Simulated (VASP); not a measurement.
Set up this calculation in VASP 6.6.1, as the native input.

* Task: single point
* Functional: r2SCAN
* Potentials or basis: VASP PAW PBE potentials, release 64 (Sr_sv, O)
* Cutoff: 520 eV
* k mesh: 8 × 8 × 8
* Occupations: gaussian, width 0.01 eV
* Spin: no spin polarisation
* Dipole correction: no
* Further INCAR settings: ALGO = Normal; EDIFF = 1e-06; NBANDS = 15

The system is SrO.

```
Sr O
1.0
     0.00000    2.71633    2.90991
     2.71633    0.00000    2.90991
     2.71633    2.71633    0.00000
Sr O
1 1
Direct
  0.00000 0.00000 0.00000
  0.25000 0.25000 0.25000
```

This cell differs from its parent crystal: epitaxial xy strain -2.7%.

The input as run:

POSCAR

```
SrO
1.0
    0.0000000000      2.7163304809      2.9099060445
    2.7163304809      0.0000000000      2.9099060445
    2.7163304809      2.7163304809      0.0000000000
Sr O
1 1
Direct
    0.0000000000      0.0000000000      0.0000000000
    0.2500000000      0.2500000000      0.2500000000
```

INCAR.step1

```
ALGO = Normal
EDIFF = 1E-4
ENCUT = 520
GGA = PE
ISMEAR = 0
LASPH = T
LCHARG = F
LREAL = F
LWAVE = T
NBANDS = 15
NELM = 80
PREC = Accurate
SIGMA = 0.01
```

INCAR.step2

```
ALGO = Normal
EDIFF = 1E-6
ENCUT = 520
ISIF = 2
ISMEAR = 0
ISTART = 1
LASPH = T
LCHARG = F
LMIXTAU = T
LREAL = F
LWAVE = F
METAGGA = R2SCAN
NBANDS = 15
NELM = 80
PREC = Accurate
SIGMA = 0.01
```

KPOINTS

```
k-points
0
Gamma
  8 8 8
```

Potentials or basis: VASP PAW PBE potentials, release 64 (Sr_sv, O).

Launch:

```console
$ cat potpaw_PBE.64/Sr_sv/POTCAR potpaw_PBE.64/O/POTCAR > POTCAR
$ cp INCAR.step1 INCAR
$ mpirun -np 1 vasp_std > vasp.out
$ cp INCAR.step2 INCAR
$ mpirun -np 1 vasp_std > vasp.out
```

Results of the run:

- Pressure: 1.2 GPa
- Band gap on the k mesh: 2.91 eV, indirect (least direct gap 3.79 eV)

Caveat: the cell differs from its parent crystal (epitaxial xy strain -2.7%); the PAW data sets were made with another functional, which shifts forces and pressure a little.

Wall time 91 s on 1 thread of Intel Xeon 6975P-C, with other jobs on the host, peak memory 0.19 GiB.
